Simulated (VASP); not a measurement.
Input of a VASP 6.6.1 run:

File INCAR:

```
SYSTEM = Os
PREC = Accurate
ENCUT = 520
EDIFF = 1E-6
ISMEAR = 0
SIGMA = 0.15
LREAL = .False.
LASPH = .True.
NELM = 60
ALGO = Fast
ISIF = 2
LWAVE = .False.
LCHARG = .True.
GGA = PS
LELF = .True.
LVHAR = .True.
NBANDS = 15
```

KPOINTS

```
regular mesh
0
Gamma
  24 24 12
  0 0 0
```

The input POSCAR:

```
Os
1.0
    2.8111570911      0.0000000000      0.0000000000
   -1.4055785456      2.4345334549      0.0000000000
    0.0000000000      0.0000000000      4.0861296088
Os
2
Direct
    0.3333333333      0.6666666667      0.2500000000
    0.6666666667      0.3333333333      0.7500000000
```

Potentials or basis: VASP PAW PBE potentials, release 64 (Os).

The run is started by

```sh
$ cat potpaw_PBE.64/Os/POTCAR > POTCAR
$ mpirun -np 1 vasp_std > vasp.out
```

Predict the band gap on the k mesh.

zero (band 8 reaches 11.17 eV, above the bottom of band 9 at 7.39 eV).

What does it give for the pressure?

2.6 GPa.

Stress tensor (GPa, compression positive):
```
-12.71   0.00   0.00
  0.00 -12.71   0.00
  0.00   0.00  33.15
```

Caveat: the PAW data sets were made with another functional, which shifts forces and pressure a little; spin-orbit coupling is left out, which moves the levels of the heavy elements.
